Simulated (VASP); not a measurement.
Wanted: the native input for a VASP 6.6.1 run.

```yaml
Task: single point
Functional: LDA
Potentials_or_basis: VASP PAW LDA potentials, release 64 (Sb)
Cutoff: 520 eV
k_mesh: 10 × 10 × 10
Occupations: fermi-dirac, width 0.1 eV
Spin: non-collinear spin, zero start, spin-orbit coupling
Starting_moments: "[[0.0, 0.0, 0.0]] μB"
Dipole_correction: no
Further_INCAR_settings: ALGO = Normal; EDIFF = 1e-06; NBANDS = 16
```

The structure of Sb lies in POSCAR:

```
Sb
1.0
    3.0386054025      0.0000000000      0.0000000000
    0.0000000000      3.0386054025      0.0000000000
    0.0000000000      0.0000000000      3.0386054025
Sb
1
Direct
    0.0000000000      0.0000000000      0.0000000000
```

The input as run:

INCAR

```
  PREC = Accurate
  ENCUT = 520
  EDIFF = 1E-6
  ISMEAR = -1
  SIGMA = 0.1
  LREAL = False
  LASPH = True
  NELM = 150
  ALGO = Normal
  ISIF = 2
  LWAVE = False
  LCHARG = False
  LNONCOLLINEAR = True
  MAGMOM = 0 0 0
  LORBIT = 11
  LSORBIT = True
  GGA_COMPAT = False
  LORBMOM = True
  NBANDS = 16
```

KPOINTS

```
regular mesh
0
Gamma
  10 10 10
```

Potentials or basis: VASP PAW LDA potentials, release 64 (Sb).

Command:

```bash
$ cat potpaw_LDA.64/Sb/POTCAR > POTCAR
$ mpirun -np 1 vasp_ncl > vasp.out
```

Results of the run:

```json
{"Pressure": "0.5 GPa", "Net moment": "0.00 μB per cell", "Valence electrons inside the program's atomic spheres": "Sb 2.43"}
```

Wall time 11 s on 1 thread of Intel(R) Xeon(R) 6975P-C (Granite Rapids) (shared host), peak memory 0.19 GiB.
